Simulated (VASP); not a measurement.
# AlNi3 (Pm-3m) in VASP: further runs

Runs on AlNi3. Level: PBE. Tasks: single point.

All numbers are computed with VASP 6.6.1; they aren't measurements. Logs are shortened: lines on timing, memory, paths and dates and some standing lists are left out, and cuts for length are marked.

### 1 The cell of the first run

Symmetry: Pm-3m, No. 221, cubic system. Conventional cell: a = 3.350 Å, b = 3.350 Å, c = 3.350 Å, α = 90.00°, β = 90.00°, γ = 90.00°. Al (site symmetry m-3m) has 12 Ni at 2.37 Å within 3.1 Å. Within 3.1 Å of Ni (site symmetry 4/mmm) lie 4 Al at 2.37 Å and 8 Ni at 2.37 Å.

### 2 Single point, PBE, collinear spin, ferromagnetic start (9.40 Å³/atom)

INCAR

```
PREC = Accurate
ENCUT = 520
EDIFF = 1E-6
ISMEAR = -1
SIGMA = 0.03
LREAL = F
LASPH = T
NELM = 150
ALGO = Normal
ISIF = 2
LWAVE = F
LCHARG = F
ISPIN = 2
MAGMOM = 0 1.5 1.5 1.5
LORBIT = 11
LMAXMIX = 4
GGA = PE
NBANDS = 28
```

KPOINTS

```
Automatic mesh
0
Gamma
  10 10 10
```

POSCAR

```
AlNi3
1.0
    3.3503142144      0.0000000000      0.0000000000
    0.0000000000      3.3503142144      0.0000000000
    0.0000000000      0.0000000000      3.3503142144
Al Ni
1 3
Direct
    0.0000000000      0.0000000000      0.0000000000
    0.0000000000      0.5000000000      0.5000000000
    0.5000000000      0.0000000000      0.5000000000
    0.5000000000      0.5000000000      0.0000000000
```

Potentials or basis: VASP PAW PBE potentials, release 64 (Al, Ni).

Command:

```
> cat potpaw_PBE.64/Al/POTCAR potpaw_PBE.64/Ni/POTCAR > POTCAR
> mpirun -np 1 vasp_std > vasp.out
```

OUTCAR:

```text
PREC = Accurate
   ENCUT = 520
   EDIFF = 1E-6
   ISMEAR = -1
   LREAL = F
   LASPH = T
   NELM = 150
   ISIF = 2
   ISPIN = 2
   LORBIT = 11
   GGA = PE

 ion  position               nearest neighbor table
   1  0.000  0.000  0.000-   2 2.37   3 2.37   4 2.37   2 2.37   3 2.37   2 2.37   4 2.37   2 2.37
                             3 2.37   4 2.37   3 2.37   4 2.37
   2  0.000  0.500  0.500-   1 2.37   3 2.37   4 2.37   1 2.37   4 2.37   1 2.37   3 2.37   1 2.37
                             3 2.37   4 2.37   4 2.37   3 2.37
   3  0.500  0.000  0.500-   1 2.37   2 2.37   4 2.37   1 2.37   4 2.37   2 2.37   4 2.37   4 2.37
                             1 2.37   2 2.37   1 2.37   2 2.37
   4  0.500  0.500  0.000-   1 2.37   2 2.37   3 2.37   2 2.37   3 2.37   1 2.37   3 2.37   3 2.37
                             1 2.37   2 2.37   2 2.37   1 2.37

  LATTYP: Found a simple cubic cell.
 ALAT       =     3.3503142144

  Lattice vectors:

 A1 = (   3.3503142144,   0.0000000000,   0.0000000000)
 A2 = (   0.0000000000,   3.3503142144,   0.0000000000)
 A3 = (   0.0000000000,   0.0000000000,   3.3503142144)

Analysis of symmetry for initial positions (statically):
=====================================================================
 Subroutine PRICEL returns:
 Original cell was already a primitive cell.

 Routine SETGRP: Setting up the symmetry group for a
 simple cubic supercell.

 Subroutine GETGRP returns: Found 48 space group operations
 (whereof 48 operations were pure point group operations)
 out of a pool of 48 trial point group operations.

The static configuration has the point symmetry O_h .

Analysis of symmetry for dynamics (positions and initial velocities):
=====================================================================
 Subroutine PRICEL returns:
 Original cell was already a primitive cell.

 Routine SETGRP: Setting up the symmetry group for a
 simple cubic supercell.

 Subroutine GETGRP returns: Found 48 space group operations
 (whereof 48 operations were pure point group operations)
 out of a pool of 48 trial point group operations.

The dynamic configuration has the point symmetry O_h .

Analysis of structural, dynamic, and magnetic symmetry:
=====================================================================
 Subroutine PRICEL returns:
 Original cell was already a primitive cell.

 Routine SETGRP: Setting up the symmetry group for a
 simple cubic supercell.

 Subroutine GETGRP returns: Found 48 space group operations
 (whereof 48 operations were pure point group operations)
 out of a pool of 48 trial point group operations.

The overall configuration has the point symmetry O_h .

 Subroutine INISYM returns: Found 48 space group operations
 (whereof 48 operations are pure point group operations),
 and found     1 'primitive' translations

----------------------------------------------------------------------------------------

                                     Primitive cell

  volume of cell :      37.6060

  direct lattice vectors                    reciprocal lattice vectors
     3.350314214  0.000000000  0.000000000     0.298479467  0.000000000  0.000000000
     0.000000000  3.350314214  0.000000000     0.000000000  0.298479467  0.000000000
     0.000000000  0.000000000  3.350314214     0.000000000  0.000000000  0.298479467

  length of vectors
     3.350314214  3.350314214  3.350314214     0.298479467  0.298479467  0.298479467

  position of ions in fractional coordinates (direct lattice)
     0.000000000  0.000000000  0.000000000
     0.000000000  0.500000000  0.500000000
     0.500000000  0.000000000  0.500000000
     0.500000000  0.500000000  0.000000000

  ion indices of the primitive-cell ions
   primitive index   ion index
                 1           1
                 2           2
                 3           3
                 4           4

----------------------------------------------------------------------------------------

 KPOINTS: Automatic mesh

Automatic generation of k-mesh.
 Grid dimensions read from file:
 generate k-points for:   10   10   10

 Generating k-lattice:

  Cartesian coordinates                     Fractional coordinates (reciprocal lattice)
     0.029847947  0.000000000  0.000000000     0.100000000  0.000000000  0.000000000
     0.000000000  0.029847947  0.000000000     0.000000000  0.100000000  0.000000000
     0.000000000  0.000000000  0.029847947     0.000000000  0.000000000  0.100000000

  Length of vectors
     0.029847947  0.029847947  0.029847947

  Shift w.r.t. Gamma in fractional coordinates (k-lattice)
     0.000000000  0.000000000  0.000000000

 Subroutine IBZKPT returns following result:
 ===========================================

 Found     56 irreducible k-points:

 Following reciprocal coordinates:
            Coordinates               Weight
  0.000000  0.000000  0.000000      1.000000
  0.100000  0.000000  0.000000      6.000000
  0.200000  0.000000  0.000000      6.000000
  0.300000  0.000000  0.000000      6.000000
  0.400000  0.000000  0.000000      6.000000
  0.500000  0.000000  0.000000      3.000000
[... 16 lines left out ...]
  0.200000  0.100000  0.100000     24.000000
  0.300000  0.100000  0.100000     24.000000
 [... further k-points ...]
   k-points           NKPTS =     56   k-points in BZ     NKDIM =     56   number of bands    NBANDS=     28
   number of dos      NEDOS =    301   number of ions     NIONS =      4
   total plane-waves  NPLWV =  21952
   dimension x,y,z NGX =    28 NGY =   28 NGZ =   28
   dimension x,y,z NGXF=    56 NGYF=   56 NGZF=   56
   ions per type =               1   3
   NGX,Y,Z   is equivalent  to a cutoff of  13.89, 13.89, 13.89 a.u.
   NGXF,Y,Z  is equivalent  to a cutoff of  27.79, 27.79, 27.79 a.u.
 SYSTEM =  unknown system
   PREC   = accura    normal or accurate (medium, high low for compatibility)
   ISTART =      0    job   : 0-new  1-cont  2-samecut
   ICHARG =      2    charge: 1-file 2-atom 10-const
   ISPIN  =      2    spin polarized calculation?
   LNONCOLLINEAR =      F non collinear calculations
   LSORBIT =      F    spin-orbit coupling
   LASPH  =      T    aspherical Exc in radial PAW
   ENCUT  =  520.0 eV  38.22 Ry    6.18 a.u.   6.23  6.23  6.23*2*pi/ulx,y,z
   NELM   =    150;   NELMIN=  2; NELMDL= -5     # of ELM steps
[... 24 lines left out ...]
   LORBIT       =     11    0 simple, 1 ext, 2 COOP (PROOUT), +10 PAW based schemes
   GGA     = PE    functional components
   LHFCALC =     F    Hartree Fock is set to
   AEXX    =    0.0000 exact exchange contribution
   IVDW    =     0    specifies the selected vdW correction
   LEPSILON=     F    determine dielectric tensor
   LRPA    =     F    only Hartree local field effects (RPA)
 spin polarized calculation
  energy-cutoff  :      520.00
  volume of cell :       37.61
 maximum number of plane-waves:      1064
 NGX is ok and might be reduce to    28
   NGX = 13   NGY = 13   NGZ = 13

 number of electron      33.0000043 magnetization       0.2228126

 Free energy of the ion-electron system (eV)
  ---------------------------------------------------
  ext. energy  EPLUGINS =         0.00000000
  ---------------------------------------------------
  free energy    TOTEN  =       -20.83830496 eV

  energy without entropy =      -20.82498513  energy(sigma->0) =      -20.83164505

 E-fermi :  12.1681     XC(G=0): -13.6960

 val. band max:       12.1634635755   @ k =   0.3000   0.3000   0.1000
 cond. band min:      12.1770984293   @ k =   0.3000   0.1000   0.1000
 fundamental gap:      0.0136348538
 Fermi energy:        12.1680873524

 spin component 1

 k-point     1 :       0.0000    0.0000    0.0000
  band No.  band energies     occupation
      1       0.9233      1.00000
      2       6.7388      1.00000
      3       7.5809      1.00000
      4       7.5809      1.00000
      5       8.0729      1.00000
      6       8.0729      1.00000
[... 20 lines left out ...]
     27      27.9155      0.00000
     28      27.9155      0.00000

 k-point     2 :       0.1000    0.0000    0.0000
  band No.  band energies     occupation
      1       1.0633      1.00000
      2       6.7934      1.00000
      3       7.5101      1.00000
      4       7.6765      1.00000
      5       8.1011      1.00000
      6       8.1011      1.00000
[... 20 lines left out ...]
     27      27.1945      0.00000
     28      27.4462      0.00000

 k-point     3 :       0.2000    0.0000    0.0000
  band No.  band energies     occupation
      1       1.4776      1.00000
      2       6.8457      1.00000
      3       7.3312      1.00000
      4       7.9479      1.00000
      5       8.1812      1.00000
      6       8.1812      1.00000
[... 616 lines left out ...]
      3       7.4282      1.00000
      4       7.8848      1.00000
      5       8.0695      1.00000
      6       8.2940      1.00000
[... 20 lines left out ...]
     27      27.6281      0.00000
     28      28.3610      0.00000

 k-point    24 :       0.3000    0.1000    0.1000
  band No.  band energies     occupation
      1       2.4083      1.00000
      2       6.5185      1.00000
      3       7.5119      1.00000
      4       8.1306      1.00000
      5       8.2368      1.00000
      6       8.4462      1.00000
[... 20 lines left out ...]
     27      26.9990      0.00000
     28      28.9115      0.00000

 [... further k-points ...]

 spin component 2

 k-point     1 :       0.0000    0.0000    0.0000
  band No.  band energies     occupation
      1       0.9172      1.00000
      2       6.7638      1.00000
      3       7.6304      1.00000
      4       7.6304      1.00000
      5       8.1563      1.00000
      6       8.1563      1.00000
[... 20 lines left out ...]
     27      27.9186      0.00000
     28      27.9186      0.00000

 k-point     2 :       0.1000    0.0000    0.0000
  band No.  band energies     occupation
      1       1.0571      1.00000
      2       6.8181      1.00000
      3       7.5565      1.00000
      4       7.7266      1.00000
      5       8.1832      1.00000
      6       8.1832      1.00000
[... 20 lines left out ...]
     27      27.1969      0.00000
     28      27.4515      0.00000

 k-point     3 :       0.2000    0.0000    0.0000
  band No.  band energies     occupation
      1       1.4715      1.00000
      2       6.8682      1.00000
      3       7.3691      1.00000
      4       7.9998      1.00000
      5       8.2589      1.00000
      6       8.2589      1.00000
[... 616 lines left out ...]
      3       7.4655      1.00000
      4       7.9317      1.00000
      5       8.1416      1.00000
      6       8.3740      1.00000
[... 20 lines left out ...]
     27      27.6325      0.00000
     28      28.3675      0.00000

 k-point    24 :       0.3000    0.1000    0.1000
  band No.  band energies     occupation
      1       2.4024      1.00000
      2       6.5324      1.00000
      3       7.5446      1.00000
      4       8.1943      1.00000
      5       8.2847      1.00000
      6       8.5215      1.00000
[... 20 lines left out ...]
     27      27.0114      0.00000
     28      28.9159      0.00000

 [... further k-points ...]

------------------------ aborting loop because EDIFF is reached ----------------------------------------

  FORCE on cell =-STRESS in cart. coord.  units (eV):
  Direction    XX          YY          ZZ          XY          YZ          ZX
  --------------------------------------------------------------------------------------
  -------------------------------------------------------------------------------------
  Total       12.1558900     12.1558900     12.1558900      0.0000000      0.0000000      0.0000000
  in kB      517.8938155    517.8938155    517.8938155      0.0000000      0.0000000      0.0000000
  external PRESSURE =     517.8938155 kB  Pullay stress =       0.0000000 kB

 VOLUME and BASIS-vectors are now :
 -----------------------------------------------------------------------------
  energy-cutoff  :      520.00
  volume of cell :       37.61
      direct lattice vectors                 reciprocal lattice vectors
     3.350314214  0.000000000  0.000000000     0.298479467  0.000000000  0.000000000
     0.000000000  3.350314214  0.000000000     0.000000000  0.298479467  0.000000000
     0.000000000  0.000000000  3.350314214     0.000000000  0.000000000  0.298479467

 POSITION                                       TOTAL-FORCE (eV/Angst)
 -----------------------------------------------------------------------------------
      0.00000      0.00000      0.00000         0.000000      0.000000      0.000000
      0.00000      1.67516      1.67516         0.000000      0.000000      0.000000
      1.67516      0.00000      1.67516         0.000000      0.000000      0.000000
      1.67516      1.67516      0.00000         0.000000      0.000000      0.000000
 -----------------------------------------------------------------------------------
    total drift:                                0.000000      0.000000      0.000000

  FREE ENERGIE OF THE ION-ELECTRON SYSTEM (eV)
  ---------------------------------------------------
  free  energy   TOTEN  =       -20.8383049633 eV

  energy  without entropy=      -20.8249851288  energy(sigma->0) =      -20.83164505

 total charge

# of ion       s       p       d       tot
------------------------------------------
    1        0.437   0.479   0.000   0.916
    2        0.583   0.705   8.493   9.781
    3        0.583   0.705   8.493   9.781
    4        0.583   0.705   8.493   9.781
--------------------------------------------------
tot          2.185   2.596  25.478  30.259

 magnetization (x)

# of ion       s       p       d       tot
------------------------------------------
    1        0.000  -0.002   0.000  -0.002
    2       -0.001  -0.003   0.079   0.076
    3       -0.001  -0.003   0.079   0.076
    4       -0.001  -0.003   0.079   0.076
--------------------------------------------------
tot         -0.002  -0.011   0.238   0.225
```

It took 52 s on 1 thread of Intel Xeon 6975P-C (Granite Rapids), shared host; peak memory 0.23 GiB.

What came out:

```
Free energy                                           : -20.8383 eV
Pressure                                              : 51.8 GPa
Net moment                                            : 0.22 μB per cell
Site moments                                          : Al -0.00; Ni +0.08 μB
Valence electrons inside the program's atomic spheres : Al 0.92; Ni 9.78
```

Levels at points of the mesh, in eV from the Fermi level:
Spin up:
```csv
k point,band 14,band 15,band 16,band 17,band 18,band 19,band 20,band 21
"(0.00, 0.00, 0.00)",0.18,0.18,0.18,0.94,0.94,0.94,7.68,7.68
"(0.50, 0.00, 0.00)",-1.37,-1.17,-0.50,0.18,6.26,6.26,6.55,6.55
"(0.50, 0.50, 0.00)",-1.41,-1.09,-1.02,-0.65,1.28,1.28,9.12,9.12
"(0.50, 0.50, 0.50)",-1.23,-1.23,-0.44,-0.08,-0.08,-0.08,4.74,5.08
```
Spin down:
| k point | band 14 | band 15 | band 16 | band 17 | band 18 | band 19 |
| --- | --- | --- | --- | --- | --- | --- |
| (0.00, 0.00, 0.00) | 0.31 | 0.31 | 0.31 | 0.93 | 0.93 | 0.93 |
| (0.50, 0.00, 0.00) | -1.28 | -1.10 | -0.44 | 0.31 | 6.28 | 6.28 |
| (0.50, 0.50, 0.00) | -1.37 | -1.03 | -0.89 | -0.61 | 1.37 | 1.37 |
| (0.50, 0.50, 0.50) | -1.17 | -1.17 | -0.45 | 0.04 | 0.04 | 0.04 |

Caveat: the cell stands under pressure.

### 3 Single point, PBE, collinear spin, ferromagnetic start (9.40 Å³/atom)

INCAR

```
SYSTEM = AlNi3
PREC = Accurate ; ENCUT = 520
EDIFF = 1E-7 ; ISMEAR = -1
SIGMA = 0.03 ; LREAL = .FALSE.
LASPH = .TRUE. ; NELM = 150
ALGO = Normal ; ISIF = 2
LWAVE = .FALSE. ; LCHARG = .FALSE.
ISPIN = 2 ; MAGMOM = 0 1.5 1.5 1.5
LORBIT = 11 ; LMAXMIX = 4
GGA = PE ; NBANDS = 28
```

KPOINTS

```
Automatic mesh
0
G
  10 10 10
  0 0 0
```

POSCAR is that of step 2.

Potentials or basis: VASP PAW PBE potentials, release 64 (Al, Ni).

Command:

```
> cat potpaw_PBE.64/Al/POTCAR potpaw_PBE.64/Ni/POTCAR > POTCAR
> mpirun -np 1 vasp_std > vasp.out
```

Run time: 77 s. Hardware: 1 thread of Intel Xeon 6975P-C (Granite Rapids), shared host; peak memory 0.23 GiB.

The run converged. Its results:

```
Free energy                                           : -20.8383 eV
Pressure                                              : 51.8 GPa
Net moment                                            : 0.26 μB per cell
Site moments                                          : Al -0.00; Ni +0.09 μB
Valence electrons inside the program's atomic spheres : Al 0.92; Ni 9.78
```

Levels at points of the mesh, in eV from the Fermi level:
Spin up:
```
           k point  band 15  band 16  band 17  band 18  band 19  band 20
(0.00, 0.00, 0.00)     0.17     0.17     0.94     0.94     0.94     7.68
(0.50, 0.00, 0.00)    -1.18    -0.50     0.17     6.26     6.26     6.55
(0.50, 0.50, 0.00)    -1.09    -1.03    -0.65     1.27     1.27     9.12
(0.50, 0.50, 0.50)    -1.23    -0.44    -0.09    -0.09    -0.09     4.73
```
Spin down:
```tsv
k point	band 14	band 15	band 16	band 17	band 18	band 19
(0.00, 0.00, 0.00)	0.32	0.32	0.32	0.93	0.93	0.93
(0.50, 0.00, 0.00)	-1.27	-1.09	-0.43	0.33	6.28	6.28
(0.50, 0.50, 0.00)	-1.37	-1.02	-0.88	-0.60	1.38	1.38
(0.50, 0.50, 0.50)	-1.17	-1.17	-0.45	0.05	0.05	0.05
```

Caveat: the cell stands under pressure.

### 4 Single point, PBE, collinear spin, ferromagnetic start (10.06 Å³/atom)

This run uses another cell than the first one, of 10.06 Å³/atom.

INCAR

```
PREC     = Accurate       # precision mode
ENCUT    = 520            # plane-wave cutoff, eV
EDIFF    = 1E-7           # SCF threshold, eV
ISMEAR   = -1             # smearing method
SIGMA    = 0.03           # smearing width, eV
LREAL    = False          # projectors in reciprocal space
LASPH    = True           # aspherical terms in the spheres
NELM     = 150            # most SCF steps
ALGO     = Normal         # electronic algorithm
ISIF     = 2              # what is computed and relaxed
LWAVE    = False          # write WAVECAR
LCHARG   = False          # write CHGCAR
ISPIN    = 2              # spin polarisation
MAGMOM   = 0 1.5 1.5 1.5  # initial moments
LORBIT   = 11             # projections on sites
LMAXMIX  = 4              # l up to which the mixer works
GGA      = PE             # functional
NBANDS   = 28             # bands
```

KPOINTS

```
Automatic mesh
0
Gamma
  10 10 10
```

POSCAR

```
AlNi3
1.0
    3.4264836614      0.0000000000      0.0000000000
    0.0000000000      3.4264836614      0.0000000000
    0.0000000000      0.0000000000      3.4264836614
Al Ni
1 3
Direct
    0.0000000000      0.0000000000      0.0000000000
    0.0000000000      0.5000000000      0.5000000000
    0.5000000000      0.0000000000      0.5000000000
    0.5000000000      0.5000000000      0.0000000000
```

Command:

```
> cat potpaw_PBE.64/Al/POTCAR potpaw_PBE.64/Ni/POTCAR > POTCAR
> mpirun -np 1 vasp_std > vasp.out
```

Run time: 53 s. Hardware: 1 thread of Intel Xeon 6975P-C (Granite Rapids), shared host; peak memory 0.23 GiB.

It converged, with:

- Free energy: -21.4899 eV
- Pressure: 28.6 GPa
- Net moment: 0.69 μB per cell
- Site moments: Al -0.01; Ni +0.24 μB
- Valence electrons inside the program's atomic spheres: Al 0.87; Ni 9.62

Levels at points of the mesh, in eV from the Fermi level:
Spin up:
```
           k point  band 13  band 14  band 15  band 16  band 17  band 18  band 19  band 20  band 21  band 22
(0.00, 0.00, 0.00)    -0.26    -0.03    -0.03    -0.03     0.90     0.90     0.90     7.21     7.21     8.42
(0.50, 0.00, 0.00)    -1.39    -1.34    -1.19    -0.56    -0.03     5.97     5.97     6.10     6.10     6.83
(0.50, 0.50, 0.00)    -1.50    -1.36    -1.10    -1.09    -0.66     1.02     1.02     8.73     8.73     9.05
(0.50, 0.50, 0.50)    -1.50    -1.22    -1.22    -0.35    -0.24    -0.24    -0.24     4.16     4.60     4.60
```
Spin down:
```
           k point  band 12  band 13  band 14  band 15  band 16  band 17  band 18  band 19  band 20  band 21
(0.00, 0.00, 0.00)    -0.46     0.01     0.39     0.39     0.39     0.87     0.87     0.87     7.30     7.30
(0.50, 0.00, 0.00)    -1.21    -1.09    -1.09    -0.96    -0.38     0.39     6.02     6.02     6.16     6.16
(0.50, 0.50, 0.00)    -1.33    -1.33    -1.25    -0.91    -0.70    -0.53     1.31     1.31     8.77     8.77
(0.50, 0.50, 0.50)    -1.36    -1.36    -1.04    -1.04    -0.37     0.12     0.12     0.12     4.25     4.81
```

Caveat: the cell stands under pressure.
